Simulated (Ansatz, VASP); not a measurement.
MgS in VASP and in Ansatz

```
Mg S
1.0
    -4.28041    4.28041    2.62631
     4.28041   -4.28041    2.62631
     4.28041    4.28041   -2.62631
Mg S
4 4
Direct
  0.14320 0.64320 0.78640
  0.85680 0.35680 0.21360
  0.35680 0.14320 0.50000
  0.64320 0.85680 0.50000
  0.84867 0.65133 0.50000
  0.15133 0.34867 0.50000
  0.65133 0.15133 0.80266
  0.34867 0.84867 0.19734
```

Alike in both runs: task relaxation of cell and atoms; functional PBE; k mesh 6 × 6 × 6; occupations gaussian, width 0.02 eV; no spin polarisation.

```csv
,VASP,Ansatz
version,VASP 6.6.1,Ansatz 0.2.0
potentials or method,"VASP PAW PBE potentials, release 64 (Mg, S), cutoff 600 eV","scalar-relativistic, plane waves, PAW"
valence electrons in the cell,32,64
```

Ansatz gave:

* gap on the k mesh at the Fermi level, each at its own relaxed structure (eV): 2.94
* relaxed volume (Å³/atom): 24.06
* relaxed cell length with the largest relative difference (Å): 6.599

Estimate VASP's values.

gap on the k mesh at the Fermi level, each at its own relaxed structure (eV): 2.95; relaxed volume (Å³/atom): 23.98; relaxed cell length with the largest relative difference (Å): 6.591.

VASP's potentials hold 32 valence electrons a cell and Ansatz's 64, so a difference there can come from the potentials and not from the codes.
